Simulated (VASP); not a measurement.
Wanted: the native input for a VASP 6.6.1 run.

```yaml
Task: single point
Functional: LDA
Potentials_or_basis: VASP PAW LDA potentials, release 64 (Ba_sv, Pb_d)
Cutoff: 500 eV
k_mesh: 7 × 7 × 7
Occupations: fermi-dirac, width 0.05 eV
Spin: no spin polarisation
Dipole_correction: no
Further_INCAR_settings: ALGO = Normal; EDIFF = 1e-06; NBANDS = 19
```

The structure of BaPb lies in POSCAR:

```
BaPb
1.0
    0.0000000000      3.0860831880      3.0860831880
    3.0860831880      0.0000000000      3.0860831880
    3.0860831880      3.0860831880      0.0000000000
Ba Pb
1 1
Direct
    0.0000000000      0.0000000000      0.0000000000
    0.5000000000      0.5000000000      0.5000000000
```

The input as run:

INCAR

```
PREC = Accurate ; ENCUT = 500
EDIFF = 1E-6 ; ISMEAR = -1
SIGMA = 0.05 ; LREAL = False
LASPH = True ; NELM = 120
ALGO = Normal ; ISIF = 2
LWAVE = False ; LCHARG = False
NBANDS = 19 ; GGA_COMPAT = False
```

KPOINTS

```
Automatic mesh
0
Gamma
  7 7 7
```

Potentials or basis: VASP PAW LDA potentials, release 64 (Ba_sv, Pb_d).

Command:

```console
$ cat potpaw_LDA.64/Ba_sv/POTCAR potpaw_LDA.64/Pb_d/POTCAR > POTCAR
$ mpirun -np 1 vasp_std > vasp.out
```

It gave:

- Pressure: 21.0 GPa
- Band gap on the k mesh: zero (bands 12 and 13 overlap by 3.16 eV)

Caveat: the cell stands under pressure; spin-orbit coupling is left out, which moves the levels of the heavy elements.

It took 13 s on 1 thread of Intel Xeon 8259CL (shared host), peak memory 0.16 GiB.
